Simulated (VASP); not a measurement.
Set up this calculation in VASP 6.6.1, as the native input.

* Task: single point
* Functional: PBE
* Potentials or basis: VASP PAW PBE potentials, release 64 (Si, C)
* Cutoff: 520 eV
* k mesh: 12 × 12 × 12
* Occupations: gaussian, width 0.05 eV
* Spin: no spin polarisation
* Dipole correction: no
* Further INCAR settings: ALGO = Normal; EDIFF = 1e-06; NBANDS = 11

The structure of SiC lies in POSCAR:

```
SiC
1.0
    0.0000000000      2.0872762261      2.0872762261
    2.0872762261      0.0000000000      2.0872762261
    2.1098188093      2.1098188093     -0.0225425832
Si C
1 1
Direct
    0.0000000000      0.0000000000      0.0000000000
    0.7500000000      0.7500000000      0.7500000000
```

One way to write it, as run:

INCAR

```
  PREC = Accurate
  ENCUT = 520
  EDIFF = 1E-6
  ISMEAR = 0
  SIGMA = 0.05
  LREAL = False
  LASPH = True
  NELM = 100
  ALGO = Normal
  ISIF = 2
  LWAVE = False
  LCHARG = False
  GGA = PE
  NBANDS = 11
```

KPOINTS

```
regular mesh
0
Gamma
  12 12 12
```

Potentials or basis: VASP PAW PBE potentials, release 64 (Si, C).

Run with:

```console
$ cat potpaw_PBE.64/Si/POTCAR potpaw_PBE.64/C/POTCAR > POTCAR
$ mpirun -np 1 vasp_std > vasp.out
```

Results of the run:

```json
{
  "Pressure": "34.8 GPa",
  "Largest force": "0.266 eV/Å",
  "Band gap on the k mesh": "1.20 eV, indirect (least direct gap 4.54 eV)"
}
```

Wall time 17 s on 1 thread of Intel(R) Xeon(R) Platinum 8488C (Sapphire Rapids) (shared host), peak memory 0.15 GiB.
